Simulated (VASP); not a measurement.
## Zr: single point with PBE

Crystal: Zr.

```
Zr
1.0
    -1.81000    1.81000    1.86430
     1.81000   -1.81000    1.86430
     1.81000    1.81000   -1.86430
Zr
1
Direct
  0.00000 0.00000 0.00000
```

This cell differs from its parent crystal: zz strain of +3 %.

```json
{"Program": "VASP 6.6.1", "Task": "single point", "Functional": "PBE", "Potentials or basis": "VASP PAW PBE potentials, release 64 (Zr_sv)", "Cutoff": "520 eV", "k mesh": "14 × 14 × 14", "Occupations": "fermi-dirac, width 0.08 eV", "Spin": "no spin polarisation", "Dipole correction": "no", "Further INCAR settings": "ALGO = Normal; EDIFF = 1e-06; NBANDS = 12"}
```

| Item | Value |
| --- | --- |
| Pressure | -5.2 GPa |
| Band gap on the k mesh | zero (bands 6 and 7 overlap by 1.59 eV) |

Stress tensor (GPa, compression positive):
```
-5.30  0.00  0.00
 0.00 -5.30  0.00
 0.00  0.00 -4.92
```

Levels at points of the mesh, in eV from the Fermi level:
```csv
k point,band 4,band 5,band 6,band 7,band 8,band 9
"(0.00, 0.00, 0.00)",-26.18,-5.29,1.01,1.01,1.28,3.25
"(0.50, 0.00, 0.00)",-26.18,-2.65,-0.49,1.35,3.24,4.02
"(0.50, 0.50, 0.00)",-26.20,-2.65,-0.77,1.52,3.63,4.15
"(0.50, 0.50, 0.50)",-26.73,-2.37,-2.31,5.27,5.35,5.35
```

Wall time 63 s on 1 thread of Intel Xeon 8259CL, with other jobs on the host, peak memory 0.19 GiB.

Caveat: the cell differs from its parent crystal (zz strain of +3 %); the cell stands under tension.
